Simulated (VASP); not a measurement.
Wanted: the native input for a VASP 6.6.1 run.

```
Task                   : single point
Functional             : PBE
Potentials or basis    : VASP PAW PBE potentials, release 64 (S, C, N, H)
Cutoff                 : 520 eV
k mesh                 : 1 × 1 × 1
Occupations            : fermi-dirac, width 0.02 eV
Spin                   : no spin polarisation
Dipole correction      : no
Further INCAR settings : LREAL = Auto; ALGO = Normal; EDIFF = 1e-06; NBANDS = 68
```

The structure of H3CS2N lies in POSCAR:

```
H3CS2N
1.0
    8.3683380000      0.2450510000      0.1384880000
    0.2450510000      9.4664310000      0.1484160000
    0.1384880000      0.1484160000      9.2145580000
S C N H
8 4 4 12
Direct
    0.1949558870      0.1212119707      0.8602920675
    0.3074924354      0.2531146832      0.5623112599
    0.5281597762      0.8648005405      0.5679931660
    0.7813554988      1.0225701370      0.7319858283
    0.6922301735      0.6316801538      0.2237744866
    0.9035366723      0.8722626494      0.1231218339
    0.1643278847      0.7024406918      0.6456510581
   -0.0916473136      0.4792371733      0.6440857596
    0.2583957935      0.1797830136      0.7127018580
    0.6549255619      0.9396210413      0.6593095265
    0.7916338766      0.7613371154      0.1803313407
    0.0348945422      0.5888566822      0.6534194881
    0.5503817030      0.5047854760      0.8652135564
    0.6218117097      0.1540295116      0.0796051309
    0.3014064842      0.6965901881      0.2204417932
    0.1366453369      0.3317040016      0.0947463871
    0.4607089551      0.5212653286      0.7942576544
    0.5348911985      0.4149185517      0.9320190329
    0.5374892088      0.5929344218      0.9272244246
    0.6336047185      0.2424852121      0.0105446907
    0.6579623940      0.1878665504      0.1741046833
    0.7167811115      0.0937004996      0.0373460956
    0.3277482187      0.7861172624      0.2827198467
    0.3678360872      0.7286832348      0.1282330487
    0.1807859718      0.7168388313      0.2047817118
    0.2583005693      0.3132848817      0.0937464371
    0.1010744206      0.3935556723      0.1742668989
    0.0963861659      0.2318452407      0.1147686226
```

The input as run:

INCAR

```
SYSTEM = H3CS2N
PREC     = Accurate       ! precision mode
ENCUT    = 520            ! plane-wave cutoff, eV
EDIFF    = 1E-6           ! SCF threshold, eV
ISMEAR   = -1             ! smearing method
SIGMA    = 0.02           ! smearing width, eV
LREAL    = Auto         
LASPH    = .True.         ! aspherical terms in the spheres
NELM     = 80             ! most SCF steps
ALGO     = Normal         ! electronic algorithm
ISIF     = 2              ! what is computed and relaxed
LWAVE    = .False.        ! write WAVECAR
LCHARG   = .False.        ! write CHGCAR
GGA      = PE             ! functional
NBANDS   = 68             ! bands
```

KPOINTS

```
Automatic mesh
0
Gamma
  1 1 1
  0 0 0
```

Potentials or basis: VASP PAW PBE potentials, release 64 (S, C, N, H).

Command:

```sh
$ cat potpaw_PBE.64/S/POTCAR potpaw_PBE.64/C/POTCAR potpaw_PBE.64/N/POTCAR potpaw_PBE.64/H/POTCAR > POTCAR
$ mpirun -np 1 vasp_gam > vasp.out
```

Results of the run:

The pressure is 0.3 GPa. The largest force is 2.596 eV/Å.

Caveat: the k points lie up to 0.75 Å⁻¹ apart; the atoms stand as in a frame of molecular dynamics.

Run time: 2.8 min on 1 thread of Intel Xeon 8259CL, on a shared host, peak memory 0.62 GiB.
